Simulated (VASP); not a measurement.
A run of VASP 6.6.1 is set up as follows.

Contents of INCAR:

```
  ALGO = Normal
  EDIFF = 1E-6
  ENCUT = 520
  ISIF = 2
  ISMEAR = 1
  LASPH = True
  LCHARG = True
  LELF = True
  LREAL = False
  LVHAR = True
  LWAVE = False
  NBANDS = 25
  NELM = 100
  PREC = Accurate
  SIGMA = 0.1
```

The input KPOINTS:

```
k-points
0
Gamma
  7 7 10
```

The input POSCAR:

```
Ti
1.0
    4.5535321765      0.0000000000      0.0000000000
   -2.2767660883      3.9434746830      0.0000000000
    0.0000000000      0.0000000000      2.7915132039
Ti
3
Direct
    0.0000000000      0.0000000000      0.0000000000
    0.3333333333      0.6666666667      0.5000000000
    0.6666666667      0.3333333333      0.5000000000
```

Potentials or basis: VASP PAW LDA potentials, release 64 (Ti_sv).

Run with:

```sh
$ cat potpaw_LDA.64/Ti_sv/POTCAR > POTCAR
$ mpirun -np 1 vasp_std > vasp.out
```

Question: What does it give for the band gap on the k mesh?

Answer: Zero (band 18 reaches 8.53 eV, above the bottom of band 19 at 8.30 eV).

Question: Predict the pressure.

Answer: -6.2 GPa.

Stress tensor (GPa, compression positive):
```
-7.00  0.00  0.00
 0.00 -7.00  0.00
 0.00  0.00 -4.58
```
